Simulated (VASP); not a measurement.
A run of VASP 6.6.1 is set up as follows.

Contents of POSCAR:

```
Ca
1.0
    0.0000000000      2.7942000000      2.7942000000
    2.7942000000      0.0000000000      2.7942000000
    2.7942000000      2.7942000000      0.0000000000
Ca
1
Direct
    0.0000000000      0.0000000000      0.0000000000
```

File INCAR.step1:

```
SYSTEM = Ca
PREC     = Accurate       ! precision mode
ENCUT    = 600            ! plane-wave cutoff, eV
ISMEAR   = -1             ! smearing method
SIGMA    = 0.05           ! smearing width, eV
LREAL    = .FALSE.        ! projectors in reciprocal space
LASPH    = .TRUE.         ! aspherical terms in the spheres
NELM     = 60             ! most SCF steps
GGA      = PE             ! functional
ALGO     = Normal         ! electronic algorithm
EDIFF    = 1E-4           ! SCF threshold, eV
LWAVE    = .TRUE.         ! write WAVECAR
LCHARG   = .FALSE.        ! write CHGCAR
```

The input INCAR.step2:

```
SYSTEM = Ca
PREC     = Accurate       ! precision mode
ENCUT    = 600            ! plane-wave cutoff, eV
EDIFF    = 1E-6           ! SCF threshold, eV
ISMEAR   = -1             ! smearing method
SIGMA    = 0.05           ! smearing width, eV
LREAL    = .FALSE.        ! projectors in reciprocal space
LASPH    = .TRUE.         ! aspherical terms in the spheres
NELM     = 60             ! most SCF steps
ALGO     = Normal         ! electronic algorithm
ISIF     = 3              ! what is computed and relaxed
LWAVE    = .FALSE.        ! write WAVECAR
LCHARG   = .FALSE.        ! write CHGCAR
METAGGA  = R2SCAN         ! meta-GGA
LMIXTAU  = .TRUE.       
IBRION   = 2              ! ionic algorithm
NSW      = 100            ! ionic steps
EDIFFG   = -0.002         ! ionic threshold
ISTART   = 1
```

KPOINTS

```
regular mesh
0
G
  12 12 12
  0 0 0
```

Potentials or basis: VASP PAW PBE potentials, release 64 (Ca_sv).

Command:

```console
$ cat potpaw_PBE.64/Ca_sv/POTCAR > POTCAR
$ cp INCAR.step1 INCAR
$ mpirun -np 1 vasp_std > vasp.out
$ cp INCAR.step2 INCAR
$ mpirun -np 1 vasp_std > vasp.out
```

Question: Predict the relaxed cell.

Answer: a = 3.943 Å, b = 3.943 Å, c = 3.943 Å, α = 60.00°, β = 60.00°, γ = 60.00°.

Question: What does it give for the relaxed volume?

Answer: 43.34 Å³/atom.

Question: Predict the band gap on the k mesh.

Answer: Zero (band 5 reaches 2.16 eV, above the bottom of band 6 at 1.59 eV).

Question: What does it give for the space group after relaxing (to 0.05 Å)?

Answer: Fm-3m (No. 225).

The path:
```
step  energy change (eV)  largest force (eV/Å)  pressure (GPa)  volume (Å³)
   1              0.0000                0.0000           -0.14        43.63
   2             -0.0001                0.0000           -0.02        43.39
   3             -0.0001                0.0000            0.01        43.30
   4             -0.0001                0.0000            0.00        43.34
```

Caveat: the PAW data sets were made with another functional, which shifts forces and pressure a little.
